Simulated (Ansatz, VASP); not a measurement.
# One calculation of Sr, two programs

```
Sr
1.0
     4.50248    0.00000    0.00000
    -2.25124    3.49271    0.00000
     0.00000    0.00000    7.01332
Sr
2
Direct
  0.33333 0.66667 0.25000
  0.66667 0.33333 0.75000
```

Change from the starting cell: strain +e along x and -e along y +0.0550, strain +e along z and -e/2 along x and y +0.0000.

Alike in both runs: task single point; functional PBE; k mesh 12 × 12 × 6; occupations gaussian, width 0.15 eV; no spin polarisation.

|  | VASP | Ansatz |
| --- | --- | --- |
| version | VASP 6.6.1 | Ansatz 0.2.0 |
| potentials or method | VASP PAW PBE potentials, release 64 (Sr_sv), cutoff 520 eV | scalar-relativistic, plane waves, PAW |
| valence electrons in the cell | 20 | 20 |

|  | VASP | Ansatz | Ansatz less VASP |
| --- | --- | --- | --- |
| gap on the k mesh at the Fermi level (eV) | none | none | - |
| pressure (GPa) | 0.0 | 0.0 | 0.00 |
| traceless stress, the component that is largest in VASP (GPa) | 0.83 | 0.83 | 0.000 |
| rms of the force components (eV/Å) | 0.055 | 0.055 | -0.0002 |

Atom by atom the forces differ by 0.000 eV/Å (rms over components). A gap of «none» marks a metal or a gap that the smearing closes. With one functional, cell and mesh, what is left measures potentials, basis and numerics.
